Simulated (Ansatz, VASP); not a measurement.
One calculation of KTaO3, two programs

```xyz
5
Lattice="3.9901 0.0000 0.0000 0.0000 3.9901 0.0000 0.0000 0.0000 3.9901" Properties=species:S:1:pos:R:3 pbc="T T T"
K     1.9951    1.9951    1.9951
Ta    0.0000    0.0000    0.0000
O     1.9951    0.0000    0.0000
O     0.0000    1.9951    0.0000
O     0.0000    0.0000    1.9951
```

Alike in both runs: task single point; functional HSE06; k mesh 4 × 4 × 4; no spin polarisation.

|  | VASP | Ansatz |
| --- | --- | --- |
| version | VASP 6.6.1 | Ansatz 0.2.0 |
| potentials or method | VASP PAW PBE potentials, release 64 (K_sv, Ta_pv, O) | plane waves, PAW |
| plane-wave cutoff (eV) | 520 | 420 |
| occupations | gaussian, width 0.01 eV | fixed |
| valence electrons in the cell | 38 | 40 |

```tsv
	VASP	Ansatz	Ansatz less VASP
gap on the k mesh at the Fermi level (eV)	3.48	3.57	+0.086
pressure (GPa)	-0.3	-0.6	-0.32
```

VASP's potentials hold 38 valence electrons a cell and Ansatz's 40, so a difference there can come from the potentials and not from the codes. Ansatz's warnings: stress exchange threshold loose, stress scf threshold loose.

Spin-orbit coupling is off throughout.
